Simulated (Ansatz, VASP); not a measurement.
## Two plane-wave programs on RbCl

The input INCAR:

```
SYSTEM = RbCl
PREC = Accurate
ENCUT = 500
EDIFF = 1E-6
ISMEAR = 0
SIGMA = 0.01
LREAL = .FALSE.
LASPH = .TRUE.
NELM = 120
ALGO = Normal
ISIF = 2
LWAVE = .FALSE.
LCHARG = .TRUE.
GGA = PS
LELF = .TRUE.
LVHAR = .TRUE.
NBANDS = 15
GGA_COMPAT = .FALSE.
```

KPOINTS

```
regular mesh
0
G
  6 6 6
  0 0 0
```

The input POSCAR:

```
RbCl
1.0
    0.0000000000      3.2740000000      3.2740000000
    3.2740000000      0.0000000000      3.2740000000
    3.2740000000      3.2740000000      0.0000000000
Rb Cl
1 1
Direct
    0.0000000000      0.0000000000      0.0000000000
    0.5000000000      0.5000000000      0.5000000000
```

Input for Ansatz:

```yaml
crystal:
  lattice:
    - [0.0, 3.274, 3.274]
    - [3.274, 0.0, 3.274]
    - [3.274, 3.274, 0.0]
  atoms:
    - { symbol: Rb, position: [0.0, 0.0, 0.0] }
    - { symbol: Cl, position: [0.5, 0.5, 0.5] }
kpoints:
  mp_grid: { grid: [6, 6, 6] }
scf:
  occupations: { method: fixed }
hamiltonian:
  xc: pbesol
  pseudopotentials: { kind: paw }
output:
  forces: true
  stress: true
  eigenvalues: true
  eigenstates:
    nscf_kmesh: { grid: [10, 10, 10] }
    de_dk: true
    e_range: [-9, 14.89093903713]
  optics:
    e_range: [0, 25]
    de: 0.2
    sigma: 0.15
    bands: { spectra_wanted_up_to: 25 }
    nscf_kmesh: { grid: [10, 10, 10] }
checkpoint:
  write: ck
  write_wavefunctions: false
```

Alike in both runs: task single point; functional PBEsol; k mesh 6 × 6 × 6; no spin polarisation.

```csv
,VASP,Ansatz
version,VASP 6.6.1,Ansatz 0.2.0
potentials or method,"VASP PAW PBE potentials, release 64 (Rb_sv, Cl)","PAW with Ansatz's default frozen-core files, scalar-relativistic"
plane-wave cutoff (eV),500,420
occupations,"gaussian, width 0.01 eV",fixed
valence electrons in the cell,16,16
```

|  | VASP | Ansatz | Ansatz less VASP |
| --- | --- | --- | --- |
| gap on the k mesh at the Fermi level (eV) | 4.89 | 4.89 | +0.004 |
| pressure (GPa) | 0.0 | 0.0 | -0.01 |

VASP's potentials were made for PBE, not for PBEsol.
